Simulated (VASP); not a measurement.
# MnO2 (R-3m) in VASP: further runs, part 2 of 2

VASP 6.6.1. Earlier steps stand in the parts before.

## 4. Single point, LDA, collinear spin, ferromagnetic start

INCAR reads:

```
ALGO = Normal
EDIFF = 1E-6
ENCUT = 520
ISIF = 2
ISMEAR = -1
ISPIN = 2
LASPH = True
LCHARG = False
LMAXMIX = 4
LORBIT = 11
LREAL = False
LWAVE = False
MAGMOM = 4 0 0
NBANDS = 24
NELM = 150
PREC = Accurate
SIGMA = 0.05
```

KPOINTS reads:

```
k-points
0
Gamma
  11 11 11
```

POSCAR reads:

```
MnO2
1.0
    1.4564504782      0.8408820756      4.6738353618
   -1.4564504782      0.8408820756      4.6738353618
    0.0000000000     -1.6817641514      4.6738353618
Mn O
1 2
Direct
    0.0000000000      0.0000000000      0.0000000000
    0.7356355100      0.7356355100      0.7356355100
    0.2643644900      0.2643644900      0.2643644900
```

Potentials or basis: VASP PAW LDA potentials, release 64 (Mn_pv, O).

Launch:

```bash
$ cat potpaw_LDA.64/Mn_pv/POTCAR potpaw_LDA.64/O/POTCAR > POTCAR
$ mpirun -np 1 vasp_std > vasp.out
```

OUTCAR:

```text
EDIFF = 1E-6
   ENCUT = 520
   ISIF = 2
   ISMEAR = -1
   ISPIN = 2
   LASPH = True
   LORBIT = 11
   LREAL = False
   NELM = 150
   PREC = Accurate

 ion  position               nearest neighbor table
   1  0.000  0.000  0.000-   2 1.94   2 1.94   3 1.94   3 1.94   2 1.94   3 1.94
   2  0.736  0.736  0.736-   1 1.94   1 1.94   1 1.94
   3  0.264  0.264  0.264-   1 1.94   1 1.94   1 1.94

  LATTYP: Found a trigonal (rhomboedric) cell.
 ALAT       =     4.9671991756
 COS(alpha) =     0.8280515398

  Lattice vectors:

 A1 = (   1.4564504782,   0.8408820756,   4.6738353618)
 A2 = (  -1.4564504782,   0.8408820756,   4.6738353618)
 A3 = (   0.0000000000,  -1.6817641514,   4.6738353618)

Analysis of symmetry for initial positions (statically):
=====================================================================
 Subroutine PRICEL returns:
 Original cell was already a primitive cell.

 Routine SETGRP: Setting up the symmetry group for a
 trigonal (rhombohedral) supercell.
[... 1491 lines left out ...]

 [... further k-points ...]

------------------------ aborting loop because EDIFF is reached ----------------------------------------

  FORCE on cell =-STRESS in cart. coord.  units (eV):
  Direction    XX          YY          ZZ          XY          YZ          ZX
  --------------------------------------------------------------------------------------
  -------------------------------------------------------------------------------------
  Total       -4.2494204     -4.2494204     -2.6976048      0.0000000      0.0000000     -0.0000000
  in kB     -198.2370408   -198.2370408   -125.8442674      0.0000000      0.0000000     -0.0000000
  external PRESSURE =    -174.1061163 kB  Pullay stress =       0.0000000 kB

 VOLUME and BASIS-vectors are now :
 -----------------------------------------------------------------------------
  energy-cutoff  :      520.00
  volume of cell :       34.34
      direct lattice vectors                 reciprocal lattice vectors
     1.456450478  0.840882076  4.673835362     0.343300378  0.198204566  0.071319015
    -1.456450478  0.840882076  4.673835362    -0.343300378  0.198204566  0.071319015
     0.000000000 -1.681764151  4.673835362     0.000000000 -0.396409132  0.071319015

 POSITION                                       TOTAL-FORCE (eV/Angst)
 -----------------------------------------------------------------------------------
      0.00000      0.00000      0.00000        -0.000000      0.000000      0.000000
      0.00000     -0.00000     10.31472         0.000000      0.000000     -1.205175
      0.00000     -0.00000      3.70679         0.000000     -0.000000      1.205175
 -----------------------------------------------------------------------------------
    total drift:                               -0.000000     -0.000000      0.000000

  FREE ENERGIE OF THE ION-ELECTRON SYSTEM (eV)
  ---------------------------------------------------
  free  energy   TOTEN  =       -25.9704755322 eV

  energy  without entropy=      -25.9703907077  energy(sigma->0) =      -25.97043312

 total charge

# of ion       s       p       d       tot
------------------------------------------
    1        0.336   6.421   4.894  11.651
    2        1.570   3.357   0.000   4.927
    3        1.570   3.357   0.000   4.927
--------------------------------------------------
tot          3.475  13.134   4.894  21.504

 magnetization (x)

# of ion       s       p       d       tot
------------------------------------------
    1        0.029   0.033   2.776   2.838
    2        0.004   0.031   0.000   0.035
    3        0.004   0.031   0.000   0.035
--------------------------------------------------
tot          0.036   0.095   2.776   2.908
```

OSZICAR:

```text
N       E                     dE             d eps       ncg     rms          rms(c)
DAV:   1     0.240006828672E+03    0.24001E+03   -0.13572E+04 14040   0.116E+03
DAV:   2    -0.192122090444E+02   -0.25922E+03   -0.24328E+03 15552   0.356E+02
DAV:   3    -0.335154609951E+02   -0.14303E+02   -0.14226E+02 16224   0.901E+01
DAV:   4    -0.336479729029E+02   -0.13251E+00   -0.13250E+00 15632   0.919E+00
DAV:   5    -0.336496111692E+02   -0.16383E-02   -0.16382E-02 16488   0.981E-01    0.291E+01
DAV:   6    -0.350943590492E+02   -0.14447E+01   -0.11432E+02 17256   0.753E+01    0.455E+01
DAV:   7    -0.271480352042E+02    0.79463E+01   -0.11982E+02 16344   0.784E+01    0.143E+01
DAV:   8    -0.262263383060E+02    0.92170E+00   -0.28899E+00 15512   0.144E+01    0.590E+00
DAV:   9    -0.259712865403E+02    0.25505E+00   -0.10594E+00 19472   0.903E+00    0.211E+00
DAV:  10    -0.259740381417E+02   -0.27516E-02   -0.84232E-02 15160   0.193E+00    0.109E+00
DAV:  11    -0.259704259305E+02    0.36122E-02   -0.70935E-03 16112   0.642E-01    0.430E-01
DAV:  12    -0.259706671513E+02   -0.24122E-03   -0.65029E-04 15096   0.216E-01    0.194E-01
DAV:  13    -0.259704745440E+02    0.19261E-03   -0.90330E-04 16584   0.319E-01    0.466E-02
DAV:  14    -0.259704745049E+02    0.39125E-07   -0.10498E-04 16760   0.931E-02    0.231E-02
DAV:  15    -0.259704759435E+02   -0.14387E-05   -0.72969E-06 12024   0.212E-02    0.132E-02
DAV:  16    -0.259704755322E+02    0.41134E-06   -0.26760E-06  8624   0.186E-02
   1 F= -.25970476E+02 E0= -.25970433E+02  d E =-.848245E-04  mag=     2.9997
```

stdout:

```text
POSCAR found type information on POSCAR MnO
 POSCAR found :  2 types and       3 ions
 scaLAPACK will be used
 LDA part: xc-table for (Slater(with rela. corr.)+CA(PZ))
 , standard interpolation
 POSCAR, INCAR and KPOINTS ok, starting setup
 FFT: planning ... GRIDC
 FFT: planning ... GRID_SOFT
 FFT: planning ... GRID
 WAVECAR not read
 entering main loop
```

Wall time 7.5 min (1 thread of Intel Xeon Platinum 8488C (Sapphire Rapids), shared host); peak memory 0.32 GiB.

What came out:

```
Free energy                                           : -25.9705 eV
Pressure                                              : -17.4 GPa
Largest force                                         : 1.205 eV/Å
Band gap on the k mesh                                : 0.55 eV, indirect (least direct gap 0.61 eV)
Net moment                                            : 3.00 μB per cell
Site moments                                          : Mn +2.84; O +0.04 μB
Valence electrons inside the program's atomic spheres : Mn 11.65; O 4.93
```

Forces on the atoms (eV/Å):
```
Mn   0.000  0.000  0.000
O    0.000  0.000 -1.205
O    0.000  0.000  1.205
```

Levels at points of the mesh, in eV from the valence-band top:
Spin up:
| k point | band 11 | band 12 | band 13 | band 14 | band 15 | band 16 | band 17 | band 18 |
| --- | --- | --- | --- | --- | --- | --- | --- | --- |
| (0.00, 0.00, 0.00) | -1.39 | -1.39 | -1.09 | -0.27 | 2.55 | 2.55 | 6.56 | 9.84 |
Spin down:
| k point | band 7 | band 8 | band 9 | band 10 | band 11 | band 12 | band 13 | band 14 | band 15 | band 16 |
| --- | --- | --- | --- | --- | --- | --- | --- | --- | --- | --- |
| (0.00, 0.00, 0.00) | -4.75 | -4.75 | -1.29 | -1.29 | -0.94 | 0.55 | 0.55 | 2.09 | 3.92 | 3.92 |

Caveat: a cell with one magnetic atom can't hold antiferromagnetic order, which such compounds often take; forces of over 1 eV/Å act on the atoms, so gaps and moduli don't describe the material at rest. LDA gaps usually lie below the measured ones, often by a third to a half.

## 5. Single point, PBEsol, collinear spin, ferromagnetic start

This run uses another cell than the first one, of 11.51 Å³/atom, 1.006 times its volume.

INCAR reads:

```
ALGO = Normal ; EDIFF = 1E-6
ENCUT = 520 ; GGA = PS
ISIF = 2 ; ISMEAR = -1
ISPIN = 2 ; LASPH = True
LCHARG = False ; LMAXMIX = 4
LORBIT = 11 ; LREAL = False
LWAVE = False ; MAGMOM = 4 0 0
NBANDS = 24 ; NELM = 150
PREC = Accurate ; SIGMA = 0.05
```

KPOINTS is that of step 4.

POSCAR reads:

```
MnO2
1.0
    1.4206584837      0.8202175580      4.9408780186
   -1.4206584837      0.8202175580      4.9408780186
    0.0000000000     -1.6404351160      4.9408780186
Mn O
1 2
Direct
    0.0000000000      0.0000000000      0.0000000000
    0.7306957155      0.7306957155      0.7306957155
    0.2693042845      0.2693042845      0.2693042845
```

Potentials or basis: VASP PAW PBE potentials, release 64 (Mn_pv, O).

Launch:

```bash
$ cat potpaw_PBE.64/Mn_pv/POTCAR potpaw_PBE.64/O/POTCAR > POTCAR
$ mpirun -np 1 vasp_std > vasp.out
```

OUTCAR:

```text
EDIFF = 1E-6
   ENCUT = 520
   GGA = PS
   ISIF = 2
   ISMEAR = -1
   ISPIN = 2
   LASPH = True
   LORBIT = 11
   LREAL = False
   NELM = 150
   PREC = Accurate

 ion  position               nearest neighbor table
   1  0.000  0.000  0.000-   2 1.90   2 1.90   3 1.90   3 1.90   2 1.90   3 1.90
   2  0.731  0.731  0.731-   1 1.90   1 1.90   1 1.90
   3  0.269  0.269  0.269-   1 1.90   1 1.90   1 1.90

  LATTYP: Found a trigonal (rhomboedric) cell.
 ALAT       =     5.2060832652
 COS(alpha) =     0.8510682975

  Lattice vectors:

 A1 = (   1.4206584837,   0.8202175580,   4.9408780186)
 A2 = (  -1.4206584837,   0.8202175580,   4.9408780186)
 A3 = (   0.0000000000,  -1.6404351160,   4.9408780186)

Analysis of symmetry for initial positions (statically):
=====================================================================
 Subroutine PRICEL returns:
 Original cell was already a primitive cell.

 Routine SETGRP: Setting up the symmetry group for a
 trigonal (rhombohedral) supercell.

 Subroutine GETGRP returns: Found 12 space group operations
[... 844 lines left out ...]
      2     -44.6102      1.00000
      3     -44.4536      1.00000
      4     -16.9546      1.00000
      5     -14.6796      1.00000
      6      -2.8958      1.00000
[... 637 lines left out ...]
     23      23.5023      0.00000
     24      25.4415      0.00000

 [... further k-points ...]
[... 5 lines left out ...]
  --------------------------------------------------------------------------------------
  -------------------------------------------------------------------------------------
  Total        0.2376650      0.2376650      0.1299862      0.0000000      0.0000000      0.0000000
  in kB       11.0230495     11.0230495      6.0288377      0.0000000      0.0000000      0.0000000
  external PRESSURE =       9.3583122 kB  Pullay stress =       0.0000000 kB

 VOLUME and BASIS-vectors are now :
 -----------------------------------------------------------------------------
  energy-cutoff  :      520.00
  volume of cell :       34.54
      direct lattice vectors                 reciprocal lattice vectors
     1.420658484  0.820217558  4.940878019     0.351949470  0.203198121  0.067464392
    -1.420658484  0.820217558  4.940878019    -0.351949470  0.203198121  0.067464392
     0.000000000 -1.640435116  4.940878019     0.000000000 -0.406396242  0.067464392

 POSITION                                       TOTAL-FORCE (eV/Angst)
 -----------------------------------------------------------------------------------
      0.00000      0.00000      0.00000         0.000000      0.000000     -0.000000
      0.00000      0.00000     10.83084         0.000000     -0.000000      0.084582
      0.00000      0.00000      3.99180         0.000000      0.000000     -0.084582
 -----------------------------------------------------------------------------------
    total drift:                               -0.000000     -0.000000     -0.000000

  FREE ENERGIE OF THE ION-ELECTRON SYSTEM (eV)
  ---------------------------------------------------
  free  energy   TOTEN  =       -25.0616431479 eV

  energy  without entropy=      -25.0616278257  energy(sigma->0) =      -25.06163549

 total charge

# of ion       s       p       d       tot
------------------------------------------
    1        0.366   6.488   4.950  11.804
    2        1.577   3.405   0.000   4.982
    3        1.577   3.405   0.000   4.982
--------------------------------------------------
tot          3.520  13.297   4.950  21.768

 magnetization (x)

# of ion       s       p       d       tot
------------------------------------------
    1        0.030   0.040   2.753   2.823
    2        0.004   0.044   0.000   0.047
    3        0.004   0.044   0.000   0.047
--------------------------------------------------
tot          0.038   0.128   2.753   2.918
```

stdout:

```text
POSCAR found type information on POSCAR MnO
 POSCAR found :  2 types and       3 ions
 scaLAPACK will be used
 -----------------------------------------------------------------------------
|                                                                             |
|                                                                             |
|     You enforced a specific xc type in the INCAR file but a different       |
|     I HOPE YOU KNOW WHAT YOU ARE DOING!                                     |
|                                                                             |
 -----------------------------------------------------------------------------

 LDA part: xc-table for (Slater+PW92), standard interpolation
 POSCAR, INCAR and KPOINTS ok, starting setup
 FFT: planning ... GRIDC
 FFT: planning ... GRID_SOFT
 FFT: planning ... GRID
 WAVECAR not read
 entering main loop
```

It took 15 min on 1 thread of Oxide Virtual Turin-like, shared host; peak memory 0.37 GiB.

Results:

```
Free energy                                           : -25.0616 eV
Pressure                                              : 0.9 GPa
Largest force                                         : 0.085 eV/Å
Band gap on the k mesh                                : 0.73 eV, indirect (least direct gap 0.79 eV)
Net moment                                            : 3.00 μB per cell
Site moments                                          : Mn +2.82; O +0.05 μB
Valence electrons inside the program's atomic spheres : Mn 11.80; O 4.98
```

Forces in eV/Å, atoms in the order of the input:
```
Mn   0.000  0.000  0.000
O    0.000  0.000  0.085
O    0.000  0.000 -0.085
```

Caveat: the PAW data sets were made with another functional, which shifts forces and pressure a little; a cell with one magnetic atom can't hold antiferromagnetic order, which such compounds often take.

## 6. Overview

```csv
level,potentials or basis,cell,gap on the mesh (eV),pressure (GPa),moment (μB),largest force (eV/Å)
r2SCAN,"VASP PAW PBE potentials, release 64 (Mn_pv, O)","a = 4.967 Å, angles 34.1°, 3 atoms",1.91,-10.1,3.00,0.78
LDA,"VASP PAW LDA potentials, release 64 (Mn_pv, O)","a = 4.936 Å, angles 34.1°, 3 atoms",0.49,-14.6,3.00,0.98
LDA,"VASP PAW LDA potentials, release 64 (Mn_pv, O)","a = 4.967 Å, angles 34.1°, 3 atoms",0.55,-17.4,3.00,1.21
PBEsol,"VASP PAW PBE potentials, release 64 (Mn_pv, O)","a = 5.206 Å, angles 31.7°, 3 atoms",0.73,0.9,3.00,0.08
```

Alike in all rows: task single point; spin collinear, ferromagnetic start; k mesh 11 × 11 × 11; cutoff (eV) 520; smearing fermi-dirac 0.05 eV.

Caveats: a cell with one magnetic atom can't hold antiferromagnetic order, which such compounds often take; the PAW data sets were made with another functional, which shifts forces and pressure a little (some runs); forces of over 1 eV/Å act on the atoms, so gaps and moduli don't describe the material at rest (some runs).

Absolute energies hang on the potentials; compare differences alone.
